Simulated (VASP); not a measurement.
# AlRu in VASP: further runs, part 2 of 2

VASP 6.6.1.

## Step 5: Single point, PBEsol (strain +0.030 along x and y, +0.030 along z)

The input, INCAR:

```
  PREC = Accurate
  ENCUT = 520
  EDIFF = 1E-6
  ISMEAR = 0
  SIGMA = 0.15
  LREAL = F
  LASPH = T
  NELM = 100
  ALGO = Normal
  ISIF = 2
  LWAVE = F
  LCHARG = F
  GGA = PS
  NBANDS = 16
```

The input, KPOINTS:

```
regular mesh
0
Gamma
  20 20 20
```

The input, POSCAR:

```
AlRu
1.0
    3.0657000565      0.0000000000      0.0000000000
    0.0000000000      3.0657000565      0.0000000000
    0.0000000000      0.0000000000      3.0657000565
Al Ru
1 1
Direct
    0.0000000000      0.0000000000      0.0000000000
    0.5000000000      0.5000000000      0.5000000000
```

Potentials or basis: VASP PAW PBE potentials, release 64 (Al, Ru_pv).

Started as:

```sh
> cat potpaw_PBE.64/Al/POTCAR potpaw_PBE.64/Ru_pv/POTCAR > POTCAR
> mpirun -np 1 vasp_std > vasp.out
```

OUTCAR:

```text
PREC = Accurate
   ENCUT = 520
   EDIFF = 1E-6
   ISMEAR = 0
   LREAL = F
   LASPH = T
   NELM = 100
   ISIF = 2
   GGA = PS

 ion  position               nearest neighbor table
   1  0.000  0.000  0.000-   2 2.65   2 2.65   2 2.65   2 2.65   2 2.65   2 2.65   2 2.65   2 2.65

   2  0.500  0.500  0.500-   1 2.65   1 2.65   1 2.65   1 2.65   1 2.65   1 2.65   1 2.65   1 2.65

  LATTYP: Found a simple cubic cell.
 ALAT       =     3.0657000565

  Lattice vectors:

 A1 = (   3.0657000565,   0.0000000000,   0.0000000000)
 A2 = (   0.0000000000,   3.0657000565,   0.0000000000)
 A3 = (   0.0000000000,   0.0000000000,   3.0657000565)

Analysis of symmetry for initial positions (statically):
=====================================================================
 Subroutine PRICEL returns:
 Original cell was already a primitive cell.

 Routine SETGRP: Setting up the symmetry group for a
 simple cubic supercell.

 Subroutine GETGRP returns: Found 48 space group operations
 (whereof 48 operations were pure point group operations)
 out of a pool of 48 trial point group operations.

The static configuration has the point symmetry O_h .

Analysis of symmetry for dynamics (positions and initial velocities):
=====================================================================
 Subroutine PRICEL returns:
 Original cell was already a primitive cell.

 Routine SETGRP: Setting up the symmetry group for a
 simple cubic supercell.

 Subroutine GETGRP returns: Found 48 space group operations
 (whereof 48 operations were pure point group operations)
 out of a pool of 48 trial point group operations.

The dynamic configuration has the point symmetry O_h .

 Subroutine INISYM returns: Found 48 space group operations
 (whereof 48 operations are pure point group operations),
 and found     1 'primitive' translations

----------------------------------------------------------------------------------------

[... 111 lines left out ...]
     AMIX     =   0.40;   BMIX     =  1.00
     AMIX_MAG =   1.60;   BMIX_MAG =  1.00
  volume/ion in A,a.u.               =      14.41        97.22
  Fermi-wavevector in a.u.,A,eV,Ry     =   1.373077  2.594739 25.651604  1.885340
  Thomas-Fermi vector in A             =   2.498626
   LORBIT       =      0    0 simple, 1 ext, 2 COOP (PROOUT), +10 PAW based schemes
   GGA     = PS    functional components
   LHFCALC =     F    Hartree Fock is set to
   AEXX    =    0.0000 exact exchange contribution
   IVDW    =     0    specifies the selected vdW correction
   LEPSILON=     F    determine dielectric tensor
   LRPA    =     F    only Hartree local field effects (RPA)
 non-spin polarized calculation
 Gauss-broadening in eV      SIGMA  =   0.15
  energy-cutoff  :      520.00
  volume of cell :       28.81
 maximum number of plane-waves:       804
 NGX is ok and might be reduce to    24
   NGX = 11   NGY = 11   NGZ = 11

 number of electron      17.0000008 magnetization

 Free energy of the ion-electron system (eV)
  ---------------------------------------------------
  ext. energy  EPLUGINS =         0.00000000
  ---------------------------------------------------
  free energy    TOTEN  =       -15.39691338 eV

  energy without entropy =      -15.37624970  energy(sigma->0) =      -15.38658154

 E-fermi :   9.5948     XC(G=0): -12.3141

 val. band max:        9.5840920234   @ k =   0.5000   0.1500   0.0500
 cond. band min:       9.6011862597   @ k =   0.2000   0.1000   0.0500
 fundamental gap:      0.0170942362
 Fermi energy:         9.5947578982

 k-point     1 :       0.0000    0.0000    0.0000
  band No.  band energies     occupation
      1     -32.0994      2.00000
      2     -32.0994      2.00000
      3     -32.0994      2.00000
      4       0.3391      2.00000
      5       6.3850      2.00000
      6       6.3850      2.00000
[... 433 lines left out ...]
      3     -32.0934      2.00000
      4       1.2142      2.00000
      5       6.5497      2.00000
      6       6.6697      2.00000
[... 8 lines left out ...]
     15      22.0600      0.00000
     16      25.3766      0.00000

 [... further k-points ...]

------------------------ aborting loop because EDIFF is reached ----------------------------------------

  FORCE on cell =-STRESS in cart. coord.  units (eV):
  Direction    XX          YY          ZZ          XY          YZ          ZX
  --------------------------------------------------------------------------------------
  -------------------------------------------------------------------------------------
  Total       -2.8767805     -2.8767805     -2.8767805      0.0000000      0.0000000     -0.0000000
  in kB     -159.9662345   -159.9662345   -159.9662345      0.0000000      0.0000000     -0.0000000
  external PRESSURE =    -159.9662345 kB  Pullay stress =       0.0000000 kB

 VOLUME and BASIS-vectors are now :
 -----------------------------------------------------------------------------
  energy-cutoff  :      520.00
  volume of cell :       28.81
      direct lattice vectors                 reciprocal lattice vectors
     3.065700056  0.000000000  0.000000000     0.326189771  0.000000000  0.000000000
     0.000000000  3.065700056  0.000000000     0.000000000  0.326189771  0.000000000
     0.000000000  0.000000000  3.065700056     0.000000000  0.000000000  0.326189771

 POSITION                                       TOTAL-FORCE (eV/Angst)
 -----------------------------------------------------------------------------------
      0.00000      0.00000      0.00000         0.000000      0.000000      0.000000
      1.53285      1.53285      1.53285         0.000000      0.000000      0.000000
 -----------------------------------------------------------------------------------
    total drift:                                0.000000     -0.000000     -0.000000

  FREE ENERGIE OF THE ION-ELECTRON SYSTEM (eV)
  ---------------------------------------------------
  free  energy   TOTEN  =       -15.3969133810 eV

  energy  without entropy=      -15.3762496988  energy(sigma->0) =      -15.38658154
```

OSZICAR:

```text
N       E                     dE             d eps       ncg     rms          rms(c)
DAV:   1     0.111594592772E+03    0.11159E+03   -0.91304E+03  9368   0.975E+02
DAV:   2    -0.143517612134E+02   -0.12595E+03   -0.11979E+03 10888   0.285E+02
DAV:   3    -0.161560627294E+02   -0.18043E+01   -0.17986E+01 11272   0.356E+01
DAV:   4    -0.161699722954E+02   -0.13910E-01   -0.13890E-01 12032   0.326E+00
DAV:   5    -0.161701888359E+02   -0.21654E-03   -0.21605E-03 11176   0.379E-01    0.113E+01
DAV:   6    -0.155267834231E+02    0.64341E+00   -0.27940E+00 10568   0.177E+01    0.244E+00
DAV:   7    -0.154177860936E+02    0.10900E+00   -0.27191E-01  9808   0.567E+00    0.175E+00
DAV:   8    -0.153973068986E+02    0.20479E-01   -0.25476E-02 11080   0.117E+00    0.207E-01
DAV:   9    -0.153969358012E+02    0.37110E-03   -0.52115E-04 11312   0.165E-01    0.126E-01
DAV:  10    -0.153969143212E+02    0.21480E-04   -0.41038E-05 10320   0.679E-02    0.668E-03
DAV:  11    -0.153969133810E+02    0.94025E-06   -0.16871E-06  9832   0.138E-02
   1 F= -.15396913E+02 E0= -.15386582E+02  d E =-.206637E-01
```

It took 59 s on 1 thread of Intel Xeon 8259CL, shared host; peak memory 0.24 GiB.

What came out:

| Property | Result |
| --- | --- |
| Free energy | -15.3969 eV |
| Pressure | -16.0 GPa |
| Band gap on the k mesh | zero (an odd number of electrons rules out a gap without spin polarisation) |

Caveat: the cell differs from its parent crystal (strain +0.030 along x and y, +0.030 along z); the cell stands under tension; the PAW data sets were made with another functional, which shifts forces and pressure a little.

## Step 6: Single point, PBEsol (strain -0.030 along x and y, -0.015 along z)

The input, INCAR:

```
SYSTEM = AlRu
PREC = Accurate
ENCUT = 520
EDIFF = 1E-6
ISMEAR = 0
SIGMA = 0.15
LREAL = .False.
LASPH = .True.
NELM = 60
ALGO = Fast
ISIF = 2
LWAVE = .False.
LCHARG = .True.
GGA = PS
LELF = .True.
LVHAR = .True.
NBANDS = 16
```

The input, KPOINTS:

```
regular mesh
0
Gamma
  20 20 20
  0 0 0
```

The input, POSCAR:

```
AlRu
1.0
    2.8871155871      0.0000000000      0.0000000000
    0.0000000000      2.8871155871      0.0000000000
    0.0000000000      0.0000000000      2.9317617045
Al Ru
1 1
Direct
    0.0000000000      0.0000000000      0.0000000000
    0.5000000000      0.5000000000      0.5000000000
```

Potentials or basis: VASP PAW PBE potentials, release 64 (Al, Ru_pv).

Started as:

```sh
> cat potpaw_PBE.64/Al/POTCAR potpaw_PBE.64/Ru_pv/POTCAR > POTCAR
> mpirun -np 1 vasp_std > vasp.out
```

OUTCAR:

```text
SYSTEM = AlRu
   PREC = Accurate
   ENCUT = 520
   EDIFF = 1E-6
   ISMEAR = 0
   LREAL = .False.
   LASPH = .True.
   NELM = 60
   ISIF = 2
   GGA = PS

 ion  position               nearest neighbor table
   1  0.000  0.000  0.000-   2 2.51   2 2.51   2 2.51   2 2.51   2 2.51   2 2.51   2 2.51   2 2.51

   2  0.500  0.500  0.500-   1 2.51   1 2.51   1 2.51   1 2.51   1 2.51   1 2.51   1 2.51   1 2.51

  LATTYP: Found a simple tetragonal cell.
 ALAT       =     2.8871155871
 C/A-ratio  =     1.0154639176

  Lattice vectors:

 A1 = (   2.8871155871,   0.0000000000,   0.0000000000)
 A2 = (   0.0000000000,   2.8871155871,   0.0000000000)
 A3 = (   0.0000000000,   0.0000000000,   2.9317617045)

Analysis of symmetry for initial positions (statically):
=====================================================================
 Subroutine PRICEL returns:
 Original cell was already a primitive cell.

 Routine SETGRP: Setting up the symmetry group for a
 simple tetragonal supercell.

 Subroutine GETGRP returns: Found 16 space group operations
 (whereof 16 operations were pure point group operations)
 out of a pool of 16 trial point group operations.

The static configuration has the point symmetry D_4h.

Analysis of symmetry for dynamics (positions and initial velocities):
=====================================================================
 Subroutine PRICEL returns:
 Original cell was already a primitive cell.

 Routine SETGRP: Setting up the symmetry group for a
 simple tetragonal supercell.

 Subroutine GETGRP returns: Found 16 space group operations
 (whereof 16 operations were pure point group operations)
 out of a pool of 16 trial point group operations.

The dynamic configuration has the point symmetry D_4h.

 Subroutine INISYM returns: Found 16 space group operations
 (whereof 16 operations are pure point group operations),
 and found     1 'primitive' translations

----------------------------------------------------------------------------------------

                                     Primitive cell

[... 112 lines left out ...]
  Fermi-wavevector in a.u.,A,eV,Ry     =   1.450570  2.741181 28.628759  2.104154
  Thomas-Fermi vector in A             =   2.568167
   LORBIT       =      0    0 simple, 1 ext, 2 COOP (PROOUT), +10 PAW based schemes
   GGA     = PS    functional components
   LHFCALC =     F    Hartree Fock is set to
   AEXX    =    0.0000 exact exchange contribution
   IVDW    =     0    specifies the selected vdW correction
   LEPSILON=     F    determine dielectric tensor
   LRPA    =     F    only Hartree local field effects (RPA)
 non-spin polarized calculation
 RMM-DIIS sequential band-by-band and
 Gauss-broadening in eV      SIGMA  =   0.15
  energy-cutoff  :      520.00
  volume of cell :       24.44
 maximum number of plane-waves:       676
 NGX is ok and might be reduce to    24
   NGX = 11   NGY = 11   NGZ = 11

 number of electron      17.0000001 magnetization

 Free energy of the ion-electron system (eV)
  ---------------------------------------------------
  ext. energy  EPLUGINS =         0.00000000
  ---------------------------------------------------
  free energy    TOTEN  =       -15.41227244 eV

  energy without entropy =      -15.39610029  energy(sigma->0) =      -15.40418636

 E-fermi :  11.9374     XC(G=0): -13.1650

 val. band max:       11.9369346549   @ k =   0.5000   0.1500   0.0000
 cond. band min:      11.9461171584   @ k =   0.1000   0.1000   0.0000
 fundamental gap:      0.0091825035
 Fermi energy:        11.9374370850

 k-point     1 :       0.0000    0.0000    0.0000
  band No.  band energies     occupation
      1     -29.8178      2.00000
      2     -29.7935      2.00000
      3     -29.7935      2.00000
      4       1.7106      2.00000
      5       7.8116      2.00000
      6       7.8220      2.00000
[... 433 lines left out ...]
      3     -29.8058      2.00000
      4       2.7237      2.00000
      5       8.1365      2.00000
      6       8.2211      2.00000
[... 8 lines left out ...]
     15      25.6667      0.00000
     16      29.7503      0.00000

 [... further k-points ...]

------------------------ aborting loop because EDIFF is reached ----------------------------------------

  FORCE on cell =-STRESS in cart. coord.  units (eV):
  Direction    XX          YY          ZZ          XY          YZ          ZX
  --------------------------------------------------------------------------------------
  -------------------------------------------------------------------------------------
  Total        3.1898461      3.1898461      2.6756777      0.0000000      0.0000000      0.0000000
  in kB      209.1333561    209.1333561    175.4233372      0.0000000      0.0000000      0.0000000
  external PRESSURE =     197.8966831 kB  Pullay stress =       0.0000000 kB

 VOLUME and BASIS-vectors are now :
 -----------------------------------------------------------------------------
  energy-cutoff  :      520.00
  volume of cell :       24.44
      direct lattice vectors                 reciprocal lattice vectors
     2.887115587  0.000000000  0.000000000     0.346366458  0.000000000  0.000000000
     0.000000000  2.887115587  0.000000000     0.000000000  0.346366458  0.000000000
     0.000000000  0.000000000  2.931761704     0.000000000  0.000000000  0.341091842

 POSITION                                       TOTAL-FORCE (eV/Angst)
 -----------------------------------------------------------------------------------
      0.00000      0.00000      0.00000         0.000000      0.000000      0.000000
      1.44356      1.44356      1.46588         0.000000      0.000000      0.000000
 -----------------------------------------------------------------------------------
    total drift:                                0.000000     -0.000000     -0.000000

  FREE ENERGIE OF THE ION-ELECTRON SYSTEM (eV)
  ---------------------------------------------------
  free  energy   TOTEN  =       -15.4122724375 eV

  energy  without entropy=      -15.3961002897  energy(sigma->0) =      -15.40418636
```

OSZICAR:

```text
N       E                     dE             d eps       ncg     rms          rms(c)
DAV:   1     0.117605251407E+03    0.11761E+03   -0.92032E+03 23728   0.100E+03
DAV:   2    -0.142879178721E+02   -0.13189E+03   -0.12573E+03 27152   0.299E+02
DAV:   3    -0.162100576562E+02   -0.19221E+01   -0.19161E+01 30968   0.376E+01
DAV:   4    -0.162229363284E+02   -0.12879E-01   -0.12866E-01 27840   0.326E+00
DAV:   5    -0.162231006231E+02   -0.16429E-03   -0.16421E-03 28080   0.358E-01    0.161E+01
RMM:   6    -0.154879680247E+02    0.73513E+00   -0.21712E+00 23880   0.115E+01    0.282E+00
RMM:   7    -0.154296514284E+02    0.58317E-01   -0.10893E-01 24733   0.277E+00    0.248E+00
RMM:   8    -0.154124419157E+02    0.17210E-01   -0.15033E-02 26137   0.883E-01    0.194E-01
RMM:   9    -0.154122691722E+02    0.17274E-03   -0.12506E-03 26906   0.309E-01    0.156E-01
RMM:  10    -0.154122732670E+02   -0.40947E-05   -0.23007E-04 27814   0.140E-01    0.419E-02
RMM:  11    -0.154122738841E+02   -0.61718E-06   -0.64592E-05 27599   0.726E-02    0.267E-02
RMM:  12    -0.154122724322E+02    0.14519E-05   -0.17484E-05 28061   0.376E-02    0.140E-02
RMM:  13    -0.154122724375E+02   -0.52837E-08   -0.30734E-06 22644   0.174E-02
   1 F= -.15412272E+02 E0= -.15404186E+02  d E =-.161721E-01
```

Run time: 2.8 min. Hardware: 1 thread of Intel Xeon 8259CL, shared host; peak memory 0.37 GiB.

What came out:

```
Free energy            : -15.4123 eV
Pressure               : 19.8 GPa
Band gap on the k mesh : zero (an odd number of electrons rules out a gap without spin polarisation)
```

Levels at points of the mesh, in eV from the Fermi level:
```csv
k point,band 6,band 7,band 8,band 9,band 10,band 11,band 12,band 13
"(0.00, 0.00, 0.00)",-4.12,0.18,0.18,0.29,6.21,6.70,6.70,11.50
"(0.50, 0.00, 0.00)",-3.18,-1.94,-1.74,0.50,2.75,7.36,11.21,11.62
"(0.50, 0.50, 0.00)",-1.46,-1.46,-1.36,-1.36,1.85,6.07,7.34,11.09
"(0.00, 0.00, 0.50)",-3.25,-1.73,-1.73,0.57,2.45,7.39,11.62,11.62
"(0.50, 0.00, 0.50)",-1.51,-1.39,-1.33,-1.27,1.73,5.84,7.22,11.47
"(0.50, 0.50, 0.50)",-5.16,1.82,1.95,3.17,4.26,4.38,4.38,9.39
```

Caveat: the cell differs from its parent crystal (strain -0.030 along x and y, -0.015 along z); the cell stands under pressure; the PAW data sets were made with another functional, which shifts forces and pressure a little.

## Step 7: The runs side by side

```tsv
cell	gap on the mesh (eV)	pressure (GPa)
a = 2.887 Å, 2 atoms	none	24.6
a = 2.932 Å, 2 atoms	none	11.1
a = 3.021 Å, 2 atoms	none	-8.9
a = 3.066 Å, 2 atoms	none	-16.0
a = 2.887, b = 2.887, c = 2.932 Å, 2 atoms	none	19.8
```

Alike in all rows: task single point; level PBEsol; potentials or basis VASP PAW PBE potentials, release 64 (Al, Ru_pv); no spin polarisation; k mesh 20 × 20 × 20; cutoff (eV) 520; smearing gaussian 0.15 eV.

Caveats: the PAW data sets were made with another functional, which shifts forces and pressure a little; the cell stands under pressure (at least some runs); the cell stands under tension (at least some runs).

Absolute energies hang on the potentials; compare differences alone.
